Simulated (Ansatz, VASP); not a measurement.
## Two plane-wave programs on MgH2

File INCAR:

```
PREC = Accurate
ENCUT = 600
EDIFF = 1E-7
ISMEAR = 0
SIGMA = 0.02
LREAL = F
LASPH = T
NELM = 80
ALGO = Normal
ISIF = 3
LWAVE = F
LCHARG = F
GGA = PE
IBRION = 2
NSW = 100
EDIFFG = -0.01
```

Contents of KPOINTS:

```
Automatic mesh
0
Gamma
  8 8 8
```

POSCAR

```
MgH2
1.0
   -1.9036139921      1.9036139921      4.7322837390
    1.9036139921     -1.9036139921      4.7322837390
    1.9036139921      1.9036139921     -4.7322837390
Mg H
2 4
Direct
    0.0000000000      0.0000000000      0.0000000000
    0.7500000000      0.2500000000      0.5000000000
    0.7896555595      0.7896555595      0.0000000000
    0.9603444405      0.4603444405      0.5000000000
    0.5396555595      0.0396555595      0.5000000000
    0.2103444405      0.2103444405      0.0000000000
```

Input for Ansatz:

```yaml
crystal:
  lattice:
    - [-1.9036139921, 1.9036139921, 4.732283739]
    - [1.9036139921, -1.9036139921, 4.732283739]
    - [1.9036139921, 1.9036139921, -4.732283739]
  atoms:
    - { symbol: Mg, position: [0.0, 0.0, 0.0] }
    - { symbol: Mg, position: [0.75, 0.25, 0.5] }
    - { symbol: H, position: [0.7896555595, 0.7896555595, 0.0] }
    - { symbol: H, position: [0.9603444405, 0.4603444405, 0.5] }
    - { symbol: H, position: [0.5396555595, 0.0396555595, 0.5] }
    - { symbol: H, position: [0.2103444405, 0.2103444405, 0.0] }
basis:
  ecutwfc: 420
kpoints:
  mp_grid: { grid: [8, 8, 8] }
hamiltonian:
  xc: pbe
scf:
  occupations: { method: gaussian, width: 0.02 }
output:
  forces: true
  stress: true
  eigenvalues: true
relax:
  adjacent_minimum: "off"
  f_tol: 0.01
  max_steps: 80
  cell: { stress_tol: 0.05 }
```

Alike in both runs: task relaxation of cell and atoms; functional PBE; k mesh 8 × 8 × 8; occupations gaussian, width 0.02 eV; no spin polarisation.

|  | VASP | Ansatz |
| --- | --- | --- |
| version | VASP 6.6.1 | Ansatz 0.2.0 |
| potentials or method | VASP PAW PBE potentials, release 64 (Mg, H), cutoff 600 eV | scalar-relativistic, plane waves, PAW |
| valence electrons in the cell | 8 | 24 |

Ansatz gave:

| Property | Result |
| --- | --- |
| gap on the k mesh at the Fermi level, each at its own relaxed structure (eV) | 3.52 |
| relaxed volume (Å³/atom) | 11.44 |
| relaxed cell length with the largest relative difference (Å) | 5.445 |

**Question.** What did VASP give for the same quantities?

**Answer.** gap on the k mesh at the Fermi level, each at its own relaxed structure (eV): 3.52; relaxed volume (Å³/atom): 11.40; relaxed cell length with the largest relative difference (Å): 5.436.

VASP's potentials hold 8 valence electrons a cell and Ansatz's 24, so a difference there can come from the potentials and not from the codes.
